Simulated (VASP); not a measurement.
# Nb in VASP: notebook, part 2 of 2

VASP 6.6.1. The steps go on from the part before.

## Step 4: Single point, PBEsol (volume scaled by 1.06)

INCAR reads:

```
SYSTEM = Nb
  ALGO = Normal
  EDIFF = 1E-6
  ENCUT = 520
  GGA = PS
  ISIF = 2
  ISMEAR = -1
  LASPH = .TRUE.
  LCHARG = .FALSE.
  LREAL = .FALSE.
  LWAVE = .FALSE.
  NBANDS = 12
  NELM = 80
  PREC = Accurate
  SIGMA = 0.08
```

KPOINTS reads:

```
k-points
0
G
  13 13 13
  0 0 0
```

POSCAR reads:

```
Nb
1.0
    0.0000000000      2.1564811194      2.1564811194
    2.1564811194      0.0000000000      2.1564811194
    2.1564811194      2.1564811194      0.0000000000
Nb
1
Direct
    0.0000000000      0.0000000000      0.0000000000
```

Potentials or basis: VASP PAW PBE potentials, release 64 (Nb_sv).

Command:

```sh
cat potpaw_PBE.64/Nb_sv/POTCAR > POTCAR
mpirun -np 1 vasp_std > vasp.out
```

OUTCAR:

```text
SYSTEM = Nb
   EDIFF = 1E-6
   ENCUT = 520
   GGA = PS
   ISIF = 2
   ISMEAR = -1
   LASPH = .TRUE.
   LREAL = .FALSE.
   NELM = 80
   PREC = Accurate

 ion  position               nearest neighbor table
   1  0.000  0.000  0.000-

  LATTYP: Found a face centered cubic cell.
 ALAT       =     4.3129622388

  Lattice vectors:

 A1 = (   0.0000000000,   2.1564811194,   2.1564811194)
 A2 = (   2.1564811194,   0.0000000000,   2.1564811194)
 A3 = (   2.1564811194,   2.1564811194,   0.0000000000)

Analysis of symmetry for initial positions (statically):
=====================================================================
 Subroutine PRICEL returns:
 Original cell was already a primitive cell.

 Routine SETGRP: Setting up the symmetry group for a
 face centered cubic supercell.

 Subroutine GETGRP returns: Found 48 space group operations
 (whereof 48 operations were pure point group operations)
 out of a pool of 48 trial point group operations.

The static configuration has the point symmetry O_h .

Analysis of symmetry for dynamics (positions and initial velocities):
=====================================================================
 Subroutine PRICEL returns:
 Original cell was already a primitive cell.

 Routine SETGRP: Setting up the symmetry group for a
 face centered cubic supercell.

 Subroutine GETGRP returns: Found 48 space group operations
 (whereof 48 operations were pure point group operations)
 out of a pool of 48 trial point group operations.

The dynamic configuration has the point symmetry O_h .

 Subroutine INISYM returns: Found 48 space group operations
 (whereof 48 operations are pure point group operations),
 and found     1 'primitive' translations

----------------------------------------------------------------------------------------

                                     Primitive cell

  volume of cell :      20.0570

  direct lattice vectors                    reciprocal lattice vectors
     0.000000000  2.156481119  2.156481119    -0.231859206  0.231859206  0.231859206
     2.156481119  0.000000000  2.156481119     0.231859206 -0.231859206  0.231859206
     2.156481119  2.156481119  0.000000000     0.231859206  0.231859206 -0.231859206

  length of vectors
     3.049724846  3.049724846  3.049724846     0.401591925  0.401591925  0.401591925

  position of ions in fractional coordinates (direct lattice)
     0.000000000  0.000000000  0.000000000

  ion indices of the primitive-cell ions
   primitive index   ion index
                 1           1

----------------------------------------------------------------------------------------

 KPOINTS: k-points

Automatic generation of k-mesh.
 Grid dimensions read from file:
 generate k-points for:   13   13   13

 Generating k-lattice:

  Cartesian coordinates                     Fractional coordinates (reciprocal lattice)
    -0.017835324  0.017835324  0.017835324     0.076923077  0.000000000  0.000000000
     0.017835324 -0.017835324  0.017835324     0.000000000  0.076923077  0.000000000
     0.017835324  0.017835324 -0.017835324     0.000000000  0.000000000  0.076923077

  Length of vectors
     0.030891687  0.030891687  0.030891687

  Shift w.r.t. Gamma in fractional coordinates (k-lattice)
     0.000000000  0.000000000  0.000000000

 Subroutine IBZKPT returns following result:
 ===========================================

 Found     84 irreducible k-points:

 Following reciprocal coordinates:
            Coordinates               Weight
  0.000000  0.000000  0.000000      1.000000
  0.076923  0.000000  0.000000      8.000000
  0.153846  0.000000  0.000000      8.000000
  0.230769  0.000000  0.000000      8.000000
  0.307692  0.000000  0.000000      8.000000
  0.384615  0.000000  0.000000      8.000000
[... 16 lines left out ...]
  0.384615  0.153846  0.000000     24.000000
  0.461538  0.153846  0.000000     24.000000
 [... further k-points ...]
   k-points           NKPTS =     84   k-points in BZ     NKDIM =     84   number of bands    NBANDS=     12
   number of dos      NEDOS =    301   number of ions     NIONS =      1
   total plane-waves  NPLWV =  13824
   dimension x,y,z NGX =    24 NGY =   24 NGZ =   24
   dimension x,y,z NGXF=    48 NGYF=   48 NGZF=   48
   ions per type =               1
   NGX,Y,Z   is equivalent  to a cutoff of  13.08, 13.08, 13.08 a.u.
   NGXF,Y,Z  is equivalent  to a cutoff of  26.17, 26.17, 26.17 a.u.
 SYSTEM =  Nb
   PREC   = accura    normal or accurate (medium, high low for compatibility)
   ISTART =      0    job   : 0-new  1-cont  2-samecut
   ICHARG =      2    charge: 1-file 2-atom 10-const
   ISPIN  =      1    spin polarized calculation?
   LNONCOLLINEAR =      F non collinear calculations
   LSORBIT =      F    spin-orbit coupling
   LASPH  =      T    aspherical Exc in radial PAW
   ENCUT  =  520.0 eV  38.22 Ry    6.18 a.u.   5.67  5.67  5.67*2*pi/ulx,y,z
   NELM   =     80;   NELMIN=  2; NELMDL= -5     # of ELM steps
   EDIFF  = 0.1E-05   stopping-criterion for ELM
   LREAL  =      F    real-space projection
   EDIFFG = 0.1E-04   stopping-criterion for IOM
   NSW    =      0    number of steps for IOM
   IBRION =     -1    ionic relax: 0-MD 1-quasi-New 2-CG
   NFREE  =      0    steps in history (QN), initial steepest desc. (CG)
   ISIF   =      2    stress and relaxation
   ISYM   =      2    0-nonsym 1-usesym 2-fastsym
   POTIM  = 0.5000    time-step for ionic-motion
   TEBEG  =    0.0;   TEEND  =   0.0 temperature during run
   PSTRESS=    0.0 pullay stress
   NELECT =      13.0000    total number of electrons
   NUPDOWN=      -1.0000    fix difference up-down
   EMIN   =  10.00;   EMAX   =-10.00  energy-range for DOS
   EFERMI =   0.00;   METHOD = LEGACY
   ISMEAR =    -1;   SIGMA  =   0.08  broadening in eV -4-tet -1-fermi 0-gaus
   EFERMI_NEDOS =   21; number of points for ismear=-14 and -15
   IALGO  =     38    algorithm
   IMIX   =      4    mixing-type and parameters
     AMIX     =   0.40;   BMIX     =  1.00
     AMIX_MAG =   1.60;   BMIX_MAG =  1.00
  volume/ion in A,a.u.               =      20.06       135.35
  Fermi-wavevector in a.u.,A,eV,Ry     =   1.416773  2.677313 27.310238  2.007246
  Thomas-Fermi vector in A             =   2.538073
   LORBIT       =      0    0 simple, 1 ext, 2 COOP (PROOUT), +10 PAW based schemes
   GGA     = PS    functional components
   LHFCALC =     F    Hartree Fock is set to
   AEXX    =    0.0000 exact exchange contribution
   IVDW    =     0    specifies the selected vdW correction
   LEPSILON=     F    determine dielectric tensor
   LRPA    =     F    only Hartree local field effects (RPA)
 non-spin polarized calculation
  energy-cutoff  :      520.00
  volume of cell :       20.06
 maximum number of plane-waves:       556
   NGX = 11   NGY = 11   NGZ = 11

 number of electron      12.9999999 magnetization

 Free energy of the ion-electron system (eV)
  ---------------------------------------------------
  ext. energy  EPLUGINS =         0.00000000
  ---------------------------------------------------
  free energy    TOTEN  =       -10.52584357 eV

  energy without entropy =      -10.49207684  energy(sigma->0) =      -10.50896021

 E-fermi :   9.9209     XC(G=0): -12.0846

 val. band max:        9.9091580316   @ k =   0.3846   0.2308   0.0000
 cond. band min:       9.9220319554   @ k =   0.0769   0.0000   0.0000
 fundamental gap:      0.0128739237
 Fermi energy:         9.9208993646

 k-point     1 :       0.0000    0.0000    0.0000
  band No.  band energies     occupation
      1     -44.8475      2.00000
      2     -20.3638      2.00000
      3     -20.3638      2.00000
      4     -20.3638      2.00000
      5       3.8594      2.00000
      6      10.0749      0.25456
      7      10.0749      0.25456
      8      10.0749      0.25456
      9      12.4323      0.00000
     10      12.4323      0.00000
     11      21.6872      0.00000
     12      26.1355      0.00000
[... 331 lines left out ...]
 k-point    24 :       0.4615    0.1538    0.0000
  band No.  band energies     occupation
      1     -44.6963      2.00000
      2     -21.2080      2.00000
      3     -20.5985      2.00000
      4     -20.5413      2.00000
      5       6.9061      2.00000
      6       9.0137      1.99998
      7       9.8763      1.27185
      8      10.6613      0.00019
      9      14.2984      0.00000
     10      14.6852      0.00000
     11      19.9159      0.00000
     12      23.1116      0.00000

 [... further k-points ...]

------------------------ aborting loop because EDIFF is reached ----------------------------------------

  FORCE on cell =-STRESS in cart. coord.  units (eV):
  Direction    XX          YY          ZZ          XY          YZ          ZX
  --------------------------------------------------------------------------------------
  -------------------------------------------------------------------------------------
  Total       -1.8472132     -1.8472132     -1.8472132      0.0000000      0.0000000     -0.0000000
  in kB     -147.5572726   -147.5572726   -147.5572726      0.0000000      0.0000000     -0.0000000
  external PRESSURE =    -147.5572726 kB  Pullay stress =       0.0000000 kB

 VOLUME and BASIS-vectors are now :
 -----------------------------------------------------------------------------
  energy-cutoff  :      520.00
  volume of cell :       20.06
      direct lattice vectors                 reciprocal lattice vectors
     0.000000000  2.156481119  2.156481119    -0.231859206  0.231859206  0.231859206
     2.156481119  0.000000000  2.156481119     0.231859206 -0.231859206  0.231859206
     2.156481119  2.156481119  0.000000000     0.231859206  0.231859206 -0.231859206

 POSITION                                       TOTAL-FORCE (eV/Angst)
 -----------------------------------------------------------------------------------
      0.00000      0.00000      0.00000        -0.000000      0.000000     -0.000000
 -----------------------------------------------------------------------------------
    total drift:                                0.000000      0.000000      0.000000

  FREE ENERGIE OF THE ION-ELECTRON SYSTEM (eV)
  ---------------------------------------------------
  free  energy   TOTEN  =       -10.5258435739 eV

  energy  without entropy=      -10.4920768362  energy(sigma->0) =      -10.50896021
```

stdout:

```text
POSCAR found type information on POSCAR Nb
 POSCAR found :  1 types and       1 ions
 scaLAPACK will be used
 -----------------------------------------------------------------------------
|                                                                             |
|                                                                             |
|     You enforced a specific xc type in the INCAR file but a different       |
|     I HOPE YOU KNOW WHAT YOU ARE DOING!                                     |
|                                                                             |
 -----------------------------------------------------------------------------

 LDA part: xc-table for (Slater+PW92), standard interpolation
 POSCAR, INCAR and KPOINTS ok, starting setup
 FFT: planning ... GRIDC
 FFT: planning ... GRID_SOFT
 FFT: planning ... GRID
 WAVECAR not read
 entering main loop
```

Run time: 28 s. Hardware: 1 thread of Intel Xeon 8259CL, shared host; peak memory 0.15 GiB.

What came out:

- Free energy: -10.5258 eV
- Pressure: -14.8 GPa

Levels at points of the mesh, in eV from the Fermi level:
```
           k point  band 3  band 4  band 5  band 6  band 7  band 8  band 9  band 10
(0.00, 0.00, 0.00)  -30.28  -30.28   -6.06    0.15    0.15    0.15    2.51     2.51
```

Caveat: the PAW data sets were made with another functional, which shifts forces and pressure a little.

## Step 5: Single point, PBEsol (zz strain of +3 %)

INCAR reads:

```
SYSTEM = Nb
PREC     = Accurate       ! precision mode
ENCUT    = 520            ! plane-wave cutoff, eV
EDIFF    = 1E-6           ! SCF threshold, eV
ISMEAR   = -1             ! smearing method
SIGMA    = 0.08           ! smearing width, eV
LREAL    = .False.        ! projectors in reciprocal space
LASPH    = .True.         ! aspherical terms in the spheres
NELM     = 60             ! most SCF steps
ALGO     = Normal         ! electronic algorithm
ISIF     = 2              ! what is computed and relaxed
LWAVE    = .False.        ! write WAVECAR
LCHARG   = .True.         ! write CHGCAR
GGA      = PS             ! functional
LELF     = .True.         ! ELF
LVHAR    = .True.       
NBANDS   = 12             ! bands
```

KPOINTS reads:

```
Automatic mesh
0
Gamma
  13 13 13
  0 0 0
```

POSCAR reads:

```
Nb
1.0
    0.0000000000      2.1150000000      2.1784500000
    2.1150000000      0.0000000000      2.1784500000
    2.1150000000      2.1150000000      0.0000000000
Nb
1
Direct
    0.0000000000      0.0000000000      0.0000000000
```

Command:

```sh
cat potpaw_PBE.64/Nb_sv/POTCAR > POTCAR
mpirun -np 1 vasp_std > vasp.out
```

It took 12 s on 1 thread of Intel Xeon 6975P-C (Granite Rapids), shared host; peak memory 0.17 GiB.

The run converged. Its results:

```
Free energy : -10.5790 eV
Pressure    : -11.3 GPa
```

Stress tensor (GPa, compression positive):
```
-13.36   0.00   0.00
  0.00 -13.36   0.00
  0.00   0.00  -7.24
```

Levels at points of the mesh, in eV from the Fermi level:
```
           k point  band 3  band 4  band 5  band 6  band 7  band 8  band 9  band 10
(0.00, 0.00, 0.00)  -30.19  -30.19   -6.14   -0.07    0.26    0.26    2.37     2.82
```

Caveat: the cell differs from its parent crystal (zz strain of +3 %); the PAW data sets were made with another functional, which shifts forces and pressure a little.

## Step 6: Summary

```csv
cell,gap on the mesh (eV),pressure (GPa)
"a = 3.040 Å, angles 60.0°, 1 atom",none,-13.6
"a = 3.011 Å, angles 60.0°, 1 atom",none,-9.8
"a = 3.050 Å, angles 60.0°, 1 atom",none,-14.8
"a = 3.036, b = 3.036, c = 2.991 Å, angles 60.5, 60.5, 59.0°, 1 atom",none,-11.3
```

Alike in all rows: task single point; level PBEsol; potentials or basis VASP PAW PBE potentials, release 64 (Nb_sv); no spin polarisation; k mesh 13 × 13 × 13; cutoff (eV) 520; smearing fermi-dirac 0.08 eV.

Caveats: the PAW data sets were made with another functional, which shifts forces and pressure a little.

Absolute energies hang on the potentials; compare differences alone.
